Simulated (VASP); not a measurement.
Here is a VASP 6.6.1 calculation.

File INCAR:

```
PREC     = Accurate       # precision mode
ENCUT    = 520            # plane-wave cutoff, eV
EDIFF    = 1E-6           # SCF threshold, eV
ISMEAR   = 0              # smearing method
SIGMA    = 0.2            # smearing width, eV
LREAL    = False          # projectors in reciprocal space
LASPH    = True           # aspherical terms in the spheres
NELM     = 100            # most SCF steps
ALGO     = Normal         # electronic algorithm
ISIF     = 2              # what is computed and relaxed
LWAVE    = False          # write WAVECAR
LCHARG   = True           # write CHGCAR
GGA      = PE             # functional
LELF     = True           # ELF
LVHAR    = True         
NBANDS   = 12             # bands
```

KPOINTS

```
Automatic mesh
0
Gamma
  8 8 4
```

The input POSCAR:

```
AlH
1.0
   -1.3894186768     -2.5863998626      0.0523619272
    1.4001955617      0.8104847021      2.4005196050
   -4.7867424710      2.9325075666      0.1523743531
Al H
2 2
Direct
    0.5002278974     -0.0041676020      0.5000709691
   -0.0000262472      0.0012242472      1.0000831288
    0.7124548624      0.4362778478      0.1544883176
    0.2873434874      0.5666655069      0.8453575843
```

Potentials or basis: VASP PAW PBE potentials, release 64 (Al, H).

Command:

```sh
$ cat potpaw_PBE.64/Al/POTCAR potpaw_PBE.64/H/POTCAR > POTCAR
$ mpirun -np 1 vasp_std > vasp.out
```

Problem. What does it give for the pressure?

Solution. -0.1 GPa.

Problem. Predict the band gap on the k mesh.

Solution. Zero (band 4 reaches 11.48 eV, above the bottom of band 5 at 5.35 eV).

Problem. Predict the largest force.

Solution. 0.005 eV/Å.

Forces in eV/Å, atoms in the order of the input:
```
Al   0.000  0.000  0.000
Al   0.000 -0.001 -0.001
H   -0.002 -0.003  0.004
H    0.001  0.004 -0.003
```
